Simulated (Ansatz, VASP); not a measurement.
## BeS: VASP beside Ansatz

```
CELL_PARAMETERS angstrom
0.00000 2.43411 2.43411
2.43411 0.00000 2.43411
2.43411 2.43411 0.00000
ATOMIC_POSITIONS crystal
Be 0.00000 0.00000 0.00000
S 0.25000 0.25000 0.25000
```

Alike in both runs: task single point; functional HSE06; k mesh 8 × 8 × 8; occupations fermi-dirac, width 0.02 eV; no spin polarisation.

```csv
,VASP,Ansatz
version,VASP 6.6.1,Ansatz 0.2.0
potentials or method,"VASP PAW PBE potentials, release 64 (Be, S), cutoff 520 eV",PAW plane waves
valence electrons in the cell,8,8
```

|  | VASP | Ansatz | Ansatz less VASP |
| --- | --- | --- | --- |
| gap on the k mesh at the Fermi level (eV) | 4.08 | 4.09 | +0.011 |
| pressure (GPa) | -1.1 | -0.9 | +0.11 |

The functional is the same, so the differences come from potentials, cutoffs and numerics. Ansatz's warnings: stress exchange threshold loose, stress scf threshold loose.
